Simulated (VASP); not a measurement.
As:

```
CELL_PARAMETERS angstrom
1.80033 -5.42567 0.00000
1.80033 5.42567 0.00000
0.00000 0.00000 4.40959
ATOMIC_POSITIONS crystal
As 0.39000 0.61000 0.56000
As 0.89000 0.11000 0.94000
As 0.61000 0.39000 0.44000
As 0.11000 0.89000 0.06000
```

Base run:

```yaml
Program: VASP 6.6.1
Functional: LDA
Potentials_or_basis: VASP PAW LDA potentials, release 64 (As)
Cutoff: 520 eV
k_mesh: 8 × 8 × 6
Occupations: fermi-dirac, width 0.05 eV
Spin: no spin polarisation
```

Its results: band gap on the k mesh zero (band 10 reaches 5.24 eV, above the bottom of band 11 at 5.18 eV); pressure 1.6 GPa; largest force 0.309 eV/Å.

Question: The run is repeated on the same cell with these changes: functional from LDA to r2SCAN; potentials or basis from VASP PAW LDA potentials, release 64 (As) to VASP PAW PBE potentials, release 64 (As). What comes out?

Answer: Band gap on the k mesh 0.18 eV, indirect (least direct gap 0.25 eV); pressure 4.9 GPa; largest force 0.178 eV/Å.

Caveats: the PAW data sets were made with another functional, which shifts forces and pressure a little (some runs).

A k mesh can miss the band edges.
